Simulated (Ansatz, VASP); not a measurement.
# Two plane-wave programs on Si2Sn

```
CELL_PARAMETERS angstrom
-1.73564 1.73564 5.26003
1.73564 -1.73564 5.26003
1.73564 1.73564 -5.26003
ATOMIC_POSITIONS crystal
Si 0.75000 0.25000 0.50000
Si 0.25000 0.75000 0.50000
Sn 0.50000 0.50000 0.00000
```

Alike in both runs: functional PBE; k mesh 6 × 6 × 6; occupations gaussian, width 0.2 eV; no spin polarisation.

Ansatz relaxed the structure, and its values are those at the end. VASP's run is a single point on that final structure, the one shown.

|  | VASP | Ansatz |
| --- | --- | --- |
| version | VASP 6.6.1 | Ansatz 0.2.0 |
| potentials or method | VASP PAW PBE potentials, release 64 (Si, Sn_d), cutoff 500 eV | scalar-relativistic, plane waves, PAW |
| valence electrons in the cell | 22 | 22 |

|  | VASP | Ansatz | Ansatz less VASP |
| --- | --- | --- | --- |
| gap on the k mesh at the Fermi level (eV) | none | none | - |
| pressure (GPa) | 0.0 | 0.1 | +0.09 |

A gap of «none» marks a metal or a gap that the smearing closes.

The k mesh is coarse, so the values compare programs but aren't converged.
